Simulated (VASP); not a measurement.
Write the native input for VASP 6.6.1 that does the following.

- Task: single point
- Functional: PBE
- Potentials or basis: VASP PAW PBE potentials, release 64 (Ga_d, N)
- Cutoff: 520 eV
- k mesh: 3 × 3 × 3
- Occupations: gaussian, width 0.01 eV
- Spin: no spin polarisation
- Dipole correction: no
- Further INCAR settings: LREAL = Auto; ALGO = Normal; EDIFF = 1e-06; NBANDS = 86

The structure of GaN lies in POSCAR:

```
GaN
1.0
    0.0000000000      0.0000000000      5.2431684095
    3.2183708159      5.5743817708      0.0000000000
   -6.4367416318     -0.0000000001      0.0000000000
Ga N
8 8
Direct
    0.4991348631      0.1666666667      0.3333333333
    0.4991348631      0.1666666667      0.8333333333
    0.4991348631      0.6666666667      0.3333333333
    0.4991348631      0.6666666667      0.8333333333
    0.9991348631      0.3333333333      0.6666666667
    0.9991348631      0.3333333333      0.1666666667
    0.9991348631      0.8333333333      0.6666666667
    0.9991348631      0.8333333333      0.1666666667
    0.8758651369      0.1666666667      0.3333333333
    0.8758651369      0.1666666667      0.8333333333
    0.8758651369      0.6666666667      0.3333333333
    0.8758651369      0.6666666667      0.8333333333
    0.3758651369      0.3333333333      0.6666666667
    0.3758651369      0.3333333333      0.1666666667
    0.3758651369      0.8333333333      0.6666666667
    0.3758651369      0.8333333333      0.1666666667
```

These files were run (other wordings do the same):

INCAR

```
SYSTEM = GaN
ALGO = Normal
EDIFF = 1E-6
ENCUT = 520
GGA = PE
ISIF = 2
ISMEAR = 0
LASPH = .TRUE.
LCHARG = .FALSE.
LREAL = Auto
LWAVE = .FALSE.
NBANDS = 86
NELM = 80
PREC = Accurate
SIGMA = 0.01
```

KPOINTS

```
k-points
0
G
  3 3 3
  0 0 0
```

Potentials or basis: VASP PAW PBE potentials, release 64 (Ga_d, N).

Command:

```sh
$ cat potpaw_PBE.64/Ga_d/POTCAR potpaw_PBE.64/N/POTCAR > POTCAR
$ mpirun -np 1 vasp_std > vasp.out
```

It gave:

```json
{
 "Pressure": "0.0 GPa",
 "Band gap on the k mesh": "1.71 eV"
}
```

Wall time 3.4 min on 1 thread of Intel(R) Xeon(R) Platinum 8259CL CPU @ 2.50GHz (Skylake/Cascade Lake), on a shared host, peak memory 0.31 GiB.
